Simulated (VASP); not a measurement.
# CaF2 (Fm-3m) in VASP: a series of runs, part 2 of 2

VASP 6.6.1. Earlier steps stand in the parts before.

### 3 Single point, PBE (strain +3.0%)

File INCAR:

```
PREC = Accurate
ENCUT = 600
EDIFF = 1E-6
ISMEAR = 0
SIGMA = 0.01
LREAL = F
LASPH = T
NELM = 120
ALGO = Normal
ISIF = 2
LWAVE = F
LCHARG = F
GGA = PE
NBANDS = 19
GGA_COMPAT = F
```

File KPOINTS:

```
Automatic mesh
0
Gamma
  4 4 4
```

File POSCAR:

```
CaF2
1.0
    0.0000000000      2.8011807631      2.8011807631
    2.8011807631      0.0000000000      2.8011807631
    2.8011807631      2.8011807631      0.0000000000
Ca F
1 2
Direct
    0.0000000000      0.0000000000      0.0000000000
    0.2500000000      0.2500000000      0.2500000000
    0.7500000000      0.7500000000      0.7500000000
```

Potentials or basis: VASP PAW PBE potentials, release 64 (Ca_sv, F).

Command:

```
$ cat potpaw_PBE.64/Ca_sv/POTCAR potpaw_PBE.64/F/POTCAR > POTCAR
$ mpirun -np 1 vasp_std > vasp.out
```

Wall time 9.5 s (1 thread of Intel Xeon 6975P-C, shared host); peak memory 0.17 GiB.

Results (log left out):

| Property | Result |
| --- | --- |
| Free energy | -17.3273 eV |
| Pressure | -3.3 GPa |
| Band gap on the k mesh | 6.84 eV, indirect (least direct gap 7.08 eV) |

Levels at points of the mesh, in eV from the valence-band top:
| k point | band 9 | band 10 | band 11 | band 12 | band 13 | band 14 | band 15 | band 16 |
| --- | --- | --- | --- | --- | --- | --- | --- | --- |
| (0.00, 0.00, 0.00) | -1.88 | -0.24 | -0.24 | -0.24 | 6.84 | 8.86 | 8.86 | 10.64 |
| (0.50, 0.00, 0.00) | -1.20 | -1.14 | -0.78 | -0.78 | 9.04 | 9.04 | 9.26 | 10.35 |
| (0.50, 0.50, 0.00) | -1.54 | -0.32 | -0.32 | 0.00 | 7.90 | 9.08 | 9.67 | 10.36 |

Caveat: the k points lie up to 0.49 Å⁻¹ apart; the cell differs from its parent crystal (strain +3.0%).

### 4 Single point, PBE (strain +4.0%)

File INCAR:

```
PREC     = Accurate       # precision mode
ENCUT    = 600            # plane-wave cutoff, eV
EDIFF    = 1E-6           # SCF threshold, eV
ISMEAR   = 0              # smearing method
SIGMA    = 0.01           # smearing width, eV
LREAL    = False          # projectors in reciprocal space
LASPH    = True           # aspherical terms in the spheres
NELM     = 120            # most SCF steps
ALGO     = Normal         # electronic algorithm
ISIF     = 2              # what is computed and relaxed
LWAVE    = False          # write WAVECAR
LCHARG   = False          # write CHGCAR
GGA      = PE             # functional
NBANDS   = 19             # bands
GGA_COMPAT= False
```

KPOINTS is that of step 3.

File POSCAR:

```
CaF2
1.0
    0.0000000000      2.8283766928      2.8283766928
    2.8283766928      0.0000000000      2.8283766928
    2.8283766928      2.8283766928      0.0000000000
Ca F
1 2
Direct
    0.0000000000      0.0000000000      0.0000000000
    0.2500000000      0.2500000000      0.2500000000
    0.7500000000      0.7500000000      0.7500000000
```

Potentials or basis: VASP PAW PBE potentials, release 64 (Ca_sv, F).

Command:

```
$ cat potpaw_PBE.64/Ca_sv/POTCAR potpaw_PBE.64/F/POTCAR > POTCAR
$ mpirun -np 1 vasp_std > vasp.out
```

OUTCAR:

```text
PREC = Accurate
   ENCUT = 600
   EDIFF = 1E-6
   ISMEAR = 0
   LREAL = False
   LASPH = True
   NELM = 120
   ISIF = 2
   GGA = PE

 ion  position               nearest neighbor table
   1  0.000  0.000  0.000-   3 2.45   3 2.45   3 2.45   2 2.45   3 2.45   2 2.45   2 2.45   2 2.45

   2  0.250  0.250  0.250-   1 2.45   1 2.45   1 2.45   1 2.45
   3  0.750  0.750  0.750-   1 2.45   1 2.45   1 2.45   1 2.45

  LATTYP: Found a face centered cubic cell.
 ALAT       =     5.6567533856

  Lattice vectors:
[... 348 lines left out ...]

  FORCE on cell =-STRESS in cart. coord.  units (eV):
  Direction    XX          YY          ZZ          XY          YZ          ZX
  --------------------------------------------------------------------------------------
  -------------------------------------------------------------------------------------
  Total       -1.4298638     -1.4298638     -1.4298638      0.0000000      0.0000000     -0.0000000
  in kB      -50.6248221    -50.6248221    -50.6248221      0.0000000      0.0000000     -0.0000000
  external PRESSURE =     -50.6248221 kB  Pullay stress =       0.0000000 kB

 VOLUME and BASIS-vectors are now :
 -----------------------------------------------------------------------------
  energy-cutoff  :      600.00
  volume of cell :       45.25
      direct lattice vectors                 reciprocal lattice vectors
     0.000000000  2.828376693  2.828376693    -0.176779847  0.176779847  0.176779847
     2.828376693  0.000000000  2.828376693     0.176779847 -0.176779847  0.176779847
     2.828376693  2.828376693  0.000000000     0.176779847  0.176779847 -0.176779847

 POSITION                                       TOTAL-FORCE (eV/Angst)
 -----------------------------------------------------------------------------------
      0.00000      0.00000      0.00000        -0.000000      0.000000      0.000000
      1.41419      1.41419      1.41419        -0.000000     -0.000000     -0.000000
      4.24257      4.24257      4.24257         0.000000      0.000000      0.000000
 -----------------------------------------------------------------------------------
    total drift:                                0.000000     -0.000000      0.000000

  FREE ENERGIE OF THE ION-ELECTRON SYSTEM (eV)
  ---------------------------------------------------
  free  energy   TOTEN  =       -17.2957482896 eV

  energy  without entropy=      -17.2957482896  energy(sigma->0) =      -17.29574829
```

OSZICAR:

```text
N       E                     dE             d eps       ncg     rms          rms(c)
DAV:   1     0.221959828199E+03    0.22196E+03   -0.14391E+04   304   0.140E+03
DAV:   2    -0.679105256027E+01   -0.22875E+03   -0.22389E+03   360   0.352E+02
DAV:   3    -0.182014086977E+02   -0.11410E+02   -0.11367E+02   345   0.831E+01
DAV:   4    -0.186330225113E+02   -0.43161E+00   -0.43051E+00   465   0.122E+01
DAV:   5    -0.186362796843E+02   -0.32572E-02   -0.32569E-02   350   0.123E+00    0.810E+00
DAV:   6    -0.172742029865E+02    0.13621E+01   -0.60094E+00   328   0.161E+01    0.316E+00
DAV:   7    -0.172718196761E+02    0.23833E-02   -0.11904E-01   346   0.340E+00    0.177E+00
DAV:   8    -0.172917920763E+02   -0.19972E-01   -0.44548E-02   329   0.233E+00    0.218E-01
DAV:   9    -0.172946527341E+02   -0.28607E-02   -0.74067E-03   391   0.594E-01    0.131E-01
DAV:  10    -0.172957303207E+02   -0.10776E-02   -0.18462E-03   319   0.353E-01    0.247E-02
DAV:  11    -0.172957408025E+02   -0.10482E-04   -0.56669E-05   361   0.707E-02    0.978E-03
DAV:  12    -0.172957484197E+02   -0.76171E-05   -0.16054E-05   363   0.352E-02    0.386E-03
DAV:  13    -0.172957482896E+02    0.13009E-06   -0.23379E-06   331   0.118E-02
   1 F= -.17295748E+02 E0= -.17295748E+02  d E =-.220441E-39
```

stdout:

```text
POSCAR found type information on POSCAR CaF
 POSCAR found :  2 types and       3 ions
 scaLAPACK will be used
 LDA part: xc-table for (Slater+PW92), standard interpolation
 POSCAR, INCAR and KPOINTS ok, starting setup
 FFT: planning ... GRIDC
 FFT: planning ... GRID_SOFT
 FFT: planning ... GRID
 WAVECAR not read
 entering main loop
```

Run time: 11 s. Hardware: 1 thread of Intel Xeon 6975P-C, shared host; peak memory 0.17 GiB.

What came out:

| Quantity | Value |
| --- | --- |
| Free energy | -17.2957 eV |
| Pressure | -5.1 GPa |
| Band gap on the k mesh | 6.68 eV, indirect (least direct gap 6.92 eV) |

Caveat: the k points lie up to 0.48 Å⁻¹ apart; the cell differs from its parent crystal (strain +4.0%).

### 5 Single point, PBE (strain -4.0%)

File INCAR:

```
SYSTEM = CaF2
ALGO     = Normal         ! electronic algorithm
EDIFF    = 1E-6           ! SCF threshold, eV
ENCUT    = 600            ! plane-wave cutoff, eV
GGA      = PE             ! functional
GGA_COMPAT= .False.      
ISIF     = 2              ! what is computed and relaxed
ISMEAR   = -1             ! smearing method
LASPH    = .True.         ! aspherical terms in the spheres
LCHARG   = .False.        ! write CHGCAR
LREAL    = .False.        ! projectors in reciprocal space
LWAVE    = .False.        ! write WAVECAR
NBANDS   = 19             ! bands
NELM     = 120            ! most SCF steps
PREC     = Accurate       ! precision mode
SIGMA    = 0.02           ! smearing width, eV
```

File KPOINTS:

```
k-points
0
Gamma
  8 8 8
  0 0 0
```

File POSCAR:

```
CaF2
1.0
    0.0000000000      2.6108092549      2.6108092549
    2.6108092549      0.0000000000      2.6108092549
    2.6108092549      2.6108092549      0.0000000000
Ca F
1 2
Direct
    0.0000000000      0.0000000000      0.0000000000
    0.2500000000      0.2500000000      0.2500000000
    0.7500000000      0.7500000000      0.7500000000
```

Potentials or basis: VASP PAW PBE potentials, release 64 (Ca_sv, F).

Command:

```
$ cat potpaw_PBE.64/Ca_sv/POTCAR potpaw_PBE.64/F/POTCAR > POTCAR
$ mpirun -np 1 vasp_std > vasp.out
```

OUTCAR:

```text
SYSTEM = CaF2
   EDIFF = 1E-6
   ENCUT = 600
   GGA = PE
   ISIF = 2
   ISMEAR = -1
   LASPH = .True.
   LREAL = .False.
   NELM = 120
   PREC = Accurate

 ion  position               nearest neighbor table
   1  0.000  0.000  0.000-   2 2.26   3 2.26   3 2.26   3 2.26   3 2.26   2 2.26   2 2.26   2 2.26

   2  0.250  0.250  0.250-   1 2.26   1 2.26   1 2.26   1 2.26
   3  0.750  0.750  0.750-   1 2.26   1 2.26   1 2.26   1 2.26

  LATTYP: Found a face centered cubic cell.
 ALAT       =     5.2216185098

  Lattice vectors:

[... 718 lines left out ...]

  FORCE on cell =-STRESS in cart. coord.  units (eV):
  Direction    XX          YY          ZZ          XY          YZ          ZX
  --------------------------------------------------------------------------------------
  -------------------------------------------------------------------------------------
  Total        4.1311711      4.1311711      4.1311711      0.0000000      0.0000000     -0.0000000
  in kB      185.9637670    185.9637670    185.9637670      0.0000000      0.0000000     -0.0000000
  external PRESSURE =     185.9637670 kB  Pullay stress =       0.0000000 kB

 VOLUME and BASIS-vectors are now :
 -----------------------------------------------------------------------------
  energy-cutoff  :      600.00
  volume of cell :       35.59
      direct lattice vectors                 reciprocal lattice vectors
     0.000000000  2.610809255  2.610809255    -0.191511501  0.191511501  0.191511501
     2.610809255  0.000000000  2.610809255     0.191511501 -0.191511501  0.191511501
     2.610809255  2.610809255  0.000000000     0.191511501  0.191511501 -0.191511501

 POSITION                                       TOTAL-FORCE (eV/Angst)
 -----------------------------------------------------------------------------------
      0.00000      0.00000      0.00000        -0.000000     -0.000000     -0.000000
      1.30540      1.30540      1.30540        -0.000000      0.000000     -0.000000
      3.91621      3.91621      3.91621         0.000000      0.000000      0.000000
 -----------------------------------------------------------------------------------
    total drift:                                0.000000     -0.000000      0.000000

  FREE ENERGIE OF THE ION-ELECTRON SYSTEM (eV)
  ---------------------------------------------------
  free  energy   TOTEN  =       -17.0116982163 eV

  energy  without entropy=      -17.0116982163  energy(sigma->0) =      -17.01169822
```

It took 28 s on 1 thread of Intel Xeon 6975P-C, shared host; peak memory 0.18 GiB.

What came out:

```
Free energy            : -17.0117 eV
Pressure               : 18.6 GPa
Band gap on the k mesh : 8.12 eV, indirect (least direct gap 8.40 eV)
```

Caveat: the cell differs from its parent crystal (strain -4.0%).

### 6 The runs side by side

```tsv
cell	k mesh	smearing	gap on the mesh (eV)	pressure (GPa)
a = 3.923 Å, angles 60.0°, 3 atoms	4 × 4 × 4	gaussian 0.01 eV	7.01	-1.3
a = 3.961 Å, angles 60.0°, 3 atoms	4 × 4 × 4	gaussian 0.01 eV	6.84	-3.3
a = 4.000 Å, angles 60.0°, 3 atoms	4 × 4 × 4	gaussian 0.01 eV	6.68	-5.1
a = 3.692 Å, angles 60.0°, 3 atoms	8 × 8 × 8	fermi-dirac 0.02 eV	8.12	18.6
```

Alike in all rows: task single point; level PBE; potentials or basis VASP PAW PBE potentials, release 64 (Ca_sv, F); no spin polarisation; cutoff (eV) 600.

Caveats: some runs use coarse meshes.

Total energies depend on the potentials used, so only differences within one code and one set of settings carry meaning.
